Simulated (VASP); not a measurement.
# CdS (F-43m) in VASP: notebook

Runs on CdS. Level: PBEsol. Tasks: single point.

Program: VASP 6.6.1. These are calculated values, not measurements. Logs are shortened: lines on timing, memory, paths and dates and some standing lists are left out, and cuts for length are marked.

## Step 1: The cell of the first run

The structure is cubic, space group F-43m (No. 216). Conventional cell: a = 5.886 Å, b = 5.886 Å, c = 5.886 Å, α = 90.00°, β = 90.00°, γ = 90.00°. Within 3.4 Å of Cd (site symmetry -43m) lie 4 S at 2.55 Å. Within 3.4 Å of S (site symmetry -43m) lie 4 Cd at 2.55 Å.

## Step 2: Single point, PBEsol

The input, INCAR:

```
SYSTEM = CdS
PREC     = Accurate       ! precision mode
ENCUT    = 500            ! plane-wave cutoff, eV
EDIFF    = 1E-6           ! SCF threshold, eV
ISMEAR   = 0              ! smearing method
SIGMA    = 0.1            ! smearing width, eV
LREAL    = .False.        ! projectors in reciprocal space
LASPH    = .True.         ! aspherical terms in the spheres
NELM     = 120            ! most SCF steps
ALGO     = Normal         ! electronic algorithm
ISIF     = 2              ! what is computed and relaxed
LWAVE    = .False.        ! write WAVECAR
LCHARG   = .False.        ! write CHGCAR
GGA      = PS             ! functional
NBANDS   = 16             ! bands
GGA_COMPAT= .False.
```

The input, KPOINTS:

```
Automatic mesh
0
Gamma
  6 6 6
  0 0 0
```

The input, POSCAR:

```
CdS
1.0
    0.0000000000      2.9429534600      2.9429534600
    2.9429534600      0.0000000000      2.9429534600
    2.9429534600      2.9429534600      0.0000000000
Cd S
1 1
Direct
    0.0000000000      0.0000000000      0.0000000000
    0.2500000000      0.2500000000      0.2500000000
```

Potentials or basis: VASP PAW PBE potentials, release 64 (Cd, S).

The run is started by

```console
$ cat potpaw_PBE.64/Cd/POTCAR potpaw_PBE.64/S/POTCAR > POTCAR
$ mpirun -np 1 vasp_std > vasp.out
```

OUTCAR:

```text
SYSTEM = CdS
   PREC = Accurate
   ENCUT = 500
   EDIFF = 1E-6
   ISMEAR = 0
   LREAL = .False.
   LASPH = .True.
   NELM = 120
   ISIF = 2
   GGA = PS

 ion  position               nearest neighbor table
   1  0.000  0.000  0.000-   2 2.55   2 2.55   2 2.55   2 2.55
   2  0.250  0.250  0.250-   1 2.55   1 2.55   1 2.55   1 2.55

  LATTYP: Found a face centered cubic cell.
 ALAT       =     5.8859069200

  Lattice vectors:

 A1 = (   0.0000000000,   2.9429534600,   2.9429534600)
 A2 = (   2.9429534600,   0.0000000000,   2.9429534600)
 A3 = (   2.9429534600,   2.9429534600,   0.0000000000)

Analysis of symmetry for initial positions (statically):
=====================================================================
 Subroutine PRICEL returns:
 Original cell was already a primitive cell.

 Routine SETGRP: Setting up the symmetry group for a
 face centered cubic supercell.

 Subroutine GETGRP returns: Found 24 space group operations
 (whereof 24 operations were pure point group operations)
 out of a pool of 48 trial point group operations.

The static configuration has the point symmetry T_d .

Analysis of symmetry for dynamics (positions and initial velocities):
=====================================================================
 Subroutine PRICEL returns:
 Original cell was already a primitive cell.

 Routine SETGRP: Setting up the symmetry group for a
 face centered cubic supercell.

 Subroutine GETGRP returns: Found 24 space group operations
 (whereof 24 operations were pure point group operations)
 out of a pool of 48 trial point group operations.

The dynamic configuration has the point symmetry T_d .

 Subroutine INISYM returns: Found 24 space group operations
 (whereof 24 operations are pure point group operations),
 and found     1 'primitive' translations

----------------------------------------------------------------------------------------

                                     Primitive cell

  volume of cell :      50.9777

  direct lattice vectors                    reciprocal lattice vectors
     0.000000000  2.942953460  2.942953460    -0.169897352  0.169897352  0.169897352
     2.942953460  0.000000000  2.942953460     0.169897352 -0.169897352  0.169897352
     2.942953460  2.942953460  0.000000000     0.169897352  0.169897352 -0.169897352

  length of vectors
     4.161964697  4.161964697  4.161964697     0.294270846  0.294270846  0.294270846

  position of ions in fractional coordinates (direct lattice)
     0.000000000  0.000000000  0.000000000
     0.250000000  0.250000000  0.250000000

  ion indices of the primitive-cell ions
   primitive index   ion index
                 1           1
                 2           2

----------------------------------------------------------------------------------------

 KPOINTS: Automatic mesh

Automatic generation of k-mesh.
 Grid dimensions read from file:
 generate k-points for:    6    6    6

 Generating k-lattice:

  Cartesian coordinates                     Fractional coordinates (reciprocal lattice)
    -0.028316225  0.028316225  0.028316225     0.166666667  0.000000000  0.000000000
     0.028316225 -0.028316225  0.028316225     0.000000000  0.166666667  0.000000000
     0.028316225  0.028316225 -0.028316225     0.000000000  0.000000000  0.166666667

  Length of vectors
     0.049045141  0.049045141  0.049045141

  Shift w.r.t. Gamma in fractional coordinates (k-lattice)
     0.000000000  0.000000000  0.000000000

 Subroutine IBZKPT returns following result:
 ===========================================

 Found     16 irreducible k-points:

 Following reciprocal coordinates:
            Coordinates               Weight
  0.000000  0.000000  0.000000      1.000000
  0.166667  0.000000  0.000000      8.000000
  0.333333  0.000000  0.000000      8.000000
  0.500000  0.000000  0.000000      4.000000
  0.166667  0.166667  0.000000      6.000000
  0.333333  0.166667  0.000000     24.000000
[... 8 lines left out ...]
 -0.333333  0.333333  0.166667     24.000000
 -0.333333  0.500000  0.166667     12.000000
   k-points           NKPTS =     16   k-points in BZ     NKDIM =     16   number of bands    NBANDS=     16
   number of dos      NEDOS =    301   number of ions     NIONS =      2
   total plane-waves  NPLWV =  27000
   dimension x,y,z NGX =    30 NGY =   30 NGZ =   30
   dimension x,y,z NGXF=    60 NGYF=   60 NGZF=   60
   ions per type =               1   1
   NGX,Y,Z   is equivalent  to a cutoff of  11.98, 11.98, 11.98 a.u.
   NGXF,Y,Z  is equivalent  to a cutoff of  23.97, 23.97, 23.97 a.u.
 SYSTEM =  CdS
   PREC   = accura    normal or accurate (medium, high low for compatibility)
   ISTART =      0    job   : 0-new  1-cont  2-samecut
   ICHARG =      2    charge: 1-file 2-atom 10-const
   ISPIN  =      1    spin polarized calculation?
   LNONCOLLINEAR =      F non collinear calculations
   LSORBIT =      F    spin-orbit coupling
   LASPH  =      T    aspherical Exc in radial PAW
   ENCUT  =  500.0 eV  36.75 Ry    6.06 a.u.   7.59  7.59  7.59*2*pi/ulx,y,z
   NELM   =    120;   NELMIN=  2; NELMDL= -5     # of ELM steps
   EDIFF  = 0.1E-05   stopping-criterion for ELM
   LREAL  =      F    real-space projection
   EDIFFG = 0.1E-04   stopping-criterion for IOM
   NSW    =      0    number of steps for IOM
   IBRION =     -1    ionic relax: 0-MD 1-quasi-New 2-CG
   NFREE  =      0    steps in history (QN), initial steepest desc. (CG)
   ISIF   =      2    stress and relaxation
   ISYM   =      2    0-nonsym 1-usesym 2-fastsym
   POTIM  = 0.5000    time-step for ionic-motion
   TEBEG  =    0.0;   TEEND  =   0.0 temperature during run
   PSTRESS=    0.0 pullay stress
   NELECT =      18.0000    total number of electrons
   NUPDOWN=      -1.0000    fix difference up-down
   EMIN   =  10.00;   EMAX   =-10.00  energy-range for DOS
   EFERMI =   0.00;   METHOD = LEGACY
   ISMEAR =     0;   SIGMA  =   0.10  broadening in eV -4-tet -1-fermi 0-gaus
   EFERMI_NEDOS =   21; number of points for ismear=-14 and -15
   IALGO  =     38    algorithm
   IMIX   =      4    mixing-type and parameters
     AMIX     =   0.40;   BMIX     =  1.00
     AMIX_MAG =   1.60;   BMIX_MAG =  1.00
  volume/ion in A,a.u.               =      25.49       172.01
  Fermi-wavevector in a.u.,A,eV,Ry     =   1.157104  2.186609 18.216690  1.338889
  Thomas-Fermi vector in A             =   2.293718
   LORBIT       =      0    0 simple, 1 ext, 2 COOP (PROOUT), +10 PAW based schemes
   GGA     = PS    functional components
   LHFCALC =     F    Hartree Fock is set to
   AEXX    =    0.0000 exact exchange contribution
   IVDW    =     0    specifies the selected vdW correction
   LEPSILON=     F    determine dielectric tensor
   LRPA    =     F    only Hartree local field effects (RPA)
 non-spin polarized calculation
 Gauss-broadening in eV      SIGMA  =   0.10
  energy-cutoff  :      500.00
  volume of cell :       50.98
 maximum number of plane-waves:      1308
   NGX = 15   NGY = 15   NGZ = 15

 number of electron      17.9999991 magnetization

 Free energy of the ion-electron system (eV)
  ---------------------------------------------------
  ext. energy  EPLUGINS =         0.00000000
  ---------------------------------------------------
  free energy    TOTEN  =        -6.80533883 eV

  energy without entropy =       -6.80533883  energy(sigma->0) =       -6.80533883

 E-fermi :   1.4206     XC(G=0):  -9.2505

 val. band max:        0.9857956816   @ k =   0.0000   0.0000   0.0000
 cond. band min:       1.9355956417   @ k =   0.0000   0.0000   0.0000
 fundamental gap:      0.9497999601
 Fermi energy:         1.4205668186

 k-point     1 :       0.0000    0.0000    0.0000
  band No.  band energies     occupation
      1     -11.2342      2.00000
      2      -6.6485      2.00000
      3      -6.6485      2.00000
      4      -6.6485      2.00000
      5      -6.1970      2.00000
      6      -6.1970      2.00000
[... 8 lines left out ...]
     15      12.3872      0.00000
     16      12.3872      0.00000

 k-point     2 :       0.1667    0.0000    0.0000
  band No.  band energies     occupation
      1     -11.1313      2.00000
      2      -6.6130      2.00000
      3      -6.6130      2.00000
      4      -6.5531      2.00000
      5      -6.1978      2.00000
      6      -6.1978      2.00000
[... 8 lines left out ...]
     15      11.5713      0.00000
     16      12.5279      0.00000

 k-point     3 :       0.3333    0.0000    0.0000
  band No.  band energies     occupation
      1     -10.9242      2.00000
      2      -6.5550      2.00000
      3      -6.5550      2.00000
      4      -6.2012      2.00000
      5      -6.1816      2.00000
      6      -6.1816      2.00000
[... 8 lines left out ...]
     15      11.9760      0.00000
     16      11.9760      0.00000

 k-point     4 :       0.5000    0.0000    0.0000
  band No.  band energies     occupation
      1     -10.8212      2.00000
      2      -6.5351      2.00000
      3      -6.5351      2.00000
      4      -6.1619      2.00000
      5      -6.1619      2.00000
      6      -5.8394      2.00000
[... 8 lines left out ...]
     15      13.4255      0.00000
     16      13.4255      0.00000

 k-point     5 :       0.1667    0.1667    0.0000
  band No.  band energies     occupation
      1     -11.0974      2.00000
      2      -6.5764      2.00000
      3      -6.5764      2.00000
      4      -6.5722      2.00000
      5      -6.2203      2.00000
      6      -6.1767      2.00000
[... 8 lines left out ...]
     15      12.5721      0.00000
     16      14.0198      0.00000

 k-point     6 :       0.3333    0.1667    0.0000
  band No.  band energies     occupation
      1     -10.9261      2.00000
      2      -6.5384      2.00000
      3      -6.5072      2.00000
      4      -6.3557      2.00000
      5      -6.1738      2.00000
      6      -6.1583      2.00000
[... 8 lines left out ...]
     15      12.7672      0.00000
     16      13.7065      0.00000

 k-point     7 :       0.5000    0.1667    0.0000
  band No.  band energies     occupation
      1     -10.7904      2.00000
      2      -6.5139      2.00000
      3      -6.4803      2.00000
      4      -6.2261      2.00000
      5      -6.1560      2.00000
      6      -5.8217      2.00000
[... 8 lines left out ...]
     15      13.4878      0.00000
     16      13.6259      0.00000

 k-point     8 :      -0.3333    0.1667    0.0000
  band No.  band energies     occupation
      1     -10.8240      2.00000
      2      -6.5146      2.00000
      3      -6.5044      2.00000
      4      -6.2010      2.00000
      5      -6.1953      2.00000
      6      -5.9333      2.00000
[... 8 lines left out ...]
     15      12.8368      0.00000
     16      13.7401      0.00000

 k-point     9 :      -0.1667    0.1667    0.0000
  band No.  band energies     occupation
      1     -10.9941      2.00000
      2      -6.5707      2.00000
      3      -6.5499      2.00000
      4      -6.3949      2.00000
      5      -6.2155      2.00000
      6      -6.1630      2.00000
[... 8 lines left out ...]
     15      12.1751      0.00000
     16      14.0899      0.00000

 k-point    10 :       0.3333    0.3333    0.0000
  band No.  band energies     occupation
      1     -10.8259      2.00000
      2      -6.4332      2.00000
      3      -6.4136      2.00000
      4      -6.4136      2.00000
      5      -6.1358      2.00000
      6      -6.0934      2.00000
[... 8 lines left out ...]
     15      13.0282      0.00000
     16      16.0748      0.00000

 k-point    11 :       0.5000    0.3333    0.0000
  band No.  band energies     occupation
      1     -10.7267      2.00000
      2      -6.4518      2.00000
      3      -6.3709      2.00000
      4      -6.3233      2.00000
      5      -6.1353      2.00000
      6      -5.7920      2.00000
[... 8 lines left out ...]
     15      13.6164      0.00000
     16      14.4915      0.00000

 k-point    12 :      -0.3333    0.3333    0.0000
  band No.  band energies     occupation
      1     -10.7268      2.00000
      2      -6.4781      2.00000
      3      -6.4097      2.00000
      4      -6.2451      2.00000
      5      -6.1761      2.00000
      6      -5.6745      2.00000
[... 8 lines left out ...]
     15      12.2395      0.00000
     16      15.4524      0.00000

 k-point    13 :       0.5000    0.5000    0.0000
  band No.  band energies     occupation
      1     -10.6937      2.00000
      2      -6.4449      2.00000
      3      -6.3207      2.00000
      4      -6.3207      2.00000
      5      -6.1153      2.00000
      6      -5.7780      2.00000
[... 8 lines left out ...]
     15      13.3243      0.00000
     16      14.3675      0.00000

 k-point    14 :       0.5000    0.3333    0.1667
  band No.  band energies     occupation
      1     -10.7922      2.00000
      2      -6.4707      2.00000
      3      -6.4624      2.00000
      4      -6.2873      2.00000
      5      -6.1599      2.00000
      6      -5.9200      2.00000
[... 8 lines left out ...]
     15      13.7878      0.00000
     16      14.0828      0.00000

 k-point    15 :      -0.3333    0.3333    0.1667
  band No.  band energies     occupation
      1     -10.7268      2.00000
      2      -6.4669      2.00000
      3      -6.4264      2.00000
      4      -6.2360      2.00000
      5      -6.1797      2.00000
      6      -5.6728      2.00000
[... 8 lines left out ...]
     15      13.2638      0.00000
     16      14.1786      0.00000

 k-point    16 :      -0.3333    0.5000    0.1667
  band No.  band energies     occupation
      1     -10.6949      2.00000
      2      -6.4318      2.00000
      3      -6.3932      2.00000
      4      -6.2708      2.00000
      5      -6.1575      2.00000
      6      -5.6445      2.00000
[... 8 lines left out ...]
     15      14.0786      0.00000
     16      14.0928      0.00000

------------------------ aborting loop because EDIFF is reached ----------------------------------------

  FORCE on cell =-STRESS in cart. coord.  units (eV):
  Direction    XX          YY          ZZ          XY          YZ          ZX
  --------------------------------------------------------------------------------------
  -------------------------------------------------------------------------------------
  Total       -0.4626772     -0.4626772     -0.4626772     -0.0000000     -0.0000000      0.0000000
  in kB      -14.5414776    -14.5414776    -14.5414776     -0.0000000     -0.0000000      0.0000000
  external PRESSURE =     -14.5414776 kB  Pullay stress =       0.0000000 kB

 VOLUME and BASIS-vectors are now :
 -----------------------------------------------------------------------------
  energy-cutoff  :      500.00
  volume of cell :       50.98
      direct lattice vectors                 reciprocal lattice vectors
     0.000000000  2.942953460  2.942953460    -0.169897352  0.169897352  0.169897352
     2.942953460  0.000000000  2.942953460     0.169897352 -0.169897352  0.169897352
     2.942953460  2.942953460  0.000000000     0.169897352  0.169897352 -0.169897352

 POSITION                                       TOTAL-FORCE (eV/Angst)
 -----------------------------------------------------------------------------------
      0.00000      0.00000      0.00000        -0.000000     -0.000000     -0.000000
      1.47148      1.47148      1.47148         0.000000      0.000000      0.000000
 -----------------------------------------------------------------------------------
    total drift:                                0.000000      0.000000     -0.000000

  FREE ENERGIE OF THE ION-ELECTRON SYSTEM (eV)
  ---------------------------------------------------
  free  energy   TOTEN  =        -6.8053388284 eV

  energy  without entropy=       -6.8053388284  energy(sigma->0) =       -6.80533883
```

Run time: 24 s. Hardware: 1 thread of Intel Xeon 8259CL, shared host; peak memory 0.17 GiB.

Results:

* Free energy: -6.8053 eV
* Pressure: -1.5 GPa
* Band gap on the k mesh: 0.95 eV

Caveat: the PAW data sets were made with another functional, which shifts forces and pressure a little.

(Continued in part 2 of 2.)
